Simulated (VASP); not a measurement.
Write the native input for VASP 6.6.1 that does the following.

```yaml
Task: relaxation of the atoms
Functional: PBEsol
Potentials_or_basis: VASP PAW PBE potentials, release 64 (O, Ca_sv, H)
Cutoff: 520 eV
k_mesh: 1 × 1 × 1, shifted
Occupations: fermi-dirac, width 0.05 eV
Spin: collinear spin
Starting_moments: "[0.111, 0.0, 0.0, 0.111, 0.0, 0.0, 0.0, 0.111, 0.111, 0.0, 0.0, 0.0, 0.0, 0.0, 0.111, 0.0, 0.111, 0.0, 0.111, 0.0, 0.0, 0.111, 0.0, 0.0, 0.111] μB"
Dipole_correction: no
Further_INCAR_settings: LREAL = Auto; ALGO = Normal; EDIFF = 1e-07; ISYM = -1; IBRION = 2; EDIFFG = -0.03; NSW = 100
```

The structure of Ca12HO12 (a cell with a defect) lies in POSCAR:

```
Ca12HO12
1.0
    0.0000000000      4.7676000000      4.7676000000
    4.7676000000      0.0000000000      4.7676000000
    7.1514000000      7.1514000000      0.0000000000
O Ca H
12 12 1
Direct
    0.7580180000      0.2510570000      0.1608310000
    0.2496410000      0.7513350000      0.5032650000
    0.7499040000      0.2555640000      0.8311890000
    0.2508680000      0.7489490000      0.1662070000
    0.7548970000      0.2479310000      0.4984600000
    0.2431660000      0.7550060000      0.8314330000
    0.2426370000      0.2477410000      0.5036430000
    0.7514510000      0.7494230000      0.1644710000
    0.7456670000      0.7513850000      0.8349920000
    0.2475420000      0.2479340000      0.1659310000
    0.2517100000      0.2480980000      0.8331150000
    0.7422470000      0.7492520000      0.4997860000
    0.0043220000      0.0030250000      0.9990830000
    0.0024240000      0.0023000000      0.6609970000
    0.4960980000      0.5005560000      0.3340590000
    0.9969060000      0.0046080000      0.3325360000
    0.5009690000      0.4966790000      0.0046270000
    0.5050350000      0.4968530000      0.6621990000
    0.0001520000      0.4974090000      0.9998480000
    0.4952020000      0.0047630000      0.3345710000
    0.9978000000      0.4961910000      0.6676900000
    0.5021100000      0.0013790000      0.9984290000
    0.0001000000      0.4967890000      0.3346490000
    0.4969160000      0.0000810000      0.6683670000
    0.6207990000      0.6308120000      0.0828710000
```

These files were run (other wordings do the same):

INCAR

```
SYSTEM = Ca12HO12
PREC = Accurate
ENCUT = 520
EDIFF = 1E-7
ISMEAR = -1
SIGMA = 0.05
LREAL = Auto
LASPH = .True.
NELM = 200
ALGO = Normal
ISIF = 2
LWAVE = .False.
LCHARG = .False.
ISPIN = 2
MAGMOM = 0.111 0 0 0.111 0 0 0 0.111 0.111 0 0 0 0 0 0.111 0 0.111 0 0.111 0 0 0.111 0 0 0.111
LORBIT = 11
GGA = PS
IBRION = 2
NSW = 100
EDIFFG = -0.03
ISYM = -1
GGA_COMPAT = .False.
NELMIN = 4
```

KPOINTS

```
explicit points
1
Reciprocal
  0.25000000   0.25000000   0.25000000 1
```

Potentials or basis: VASP PAW PBE potentials, release 64 (O, Ca_sv, H).

Command:

```sh
$ cat potpaw_PBE.64/O/POTCAR potpaw_PBE.64/Ca_sv/POTCAR potpaw_PBE.64/H/POTCAR > POTCAR
$ mpirun -np 1 vasp_std > vasp.out
```

It gave:

* Energy gained by relaxing: 9.8 meV/atom
* Ionic steps: 8
* Pressure after relaxing: 2.0 GPa
* Largest force after relaxing: 0.028 eV/Å
* Net moment: 1.00 μB per cell
* Site moments: O +0.07, +0.00, +0.08, +0.01, +0.11, +0.09 (each value once); Ca +0.01, +0.00 (each value once); H +0.23 μB
* Valence electrons inside the program's atomic spheres: O 4.97, 4.99 (each value once); Ca 8.25, 8.26 (each value once); H 0.50

Caveat: the PAW data sets were made with another functional, which shifts forces and pressure a little.

It took 15 min on 1 thread of Intel(R) Xeon(R) 6975P-C (Granite Rapids), on a shared host, peak memory 0.67 GiB.
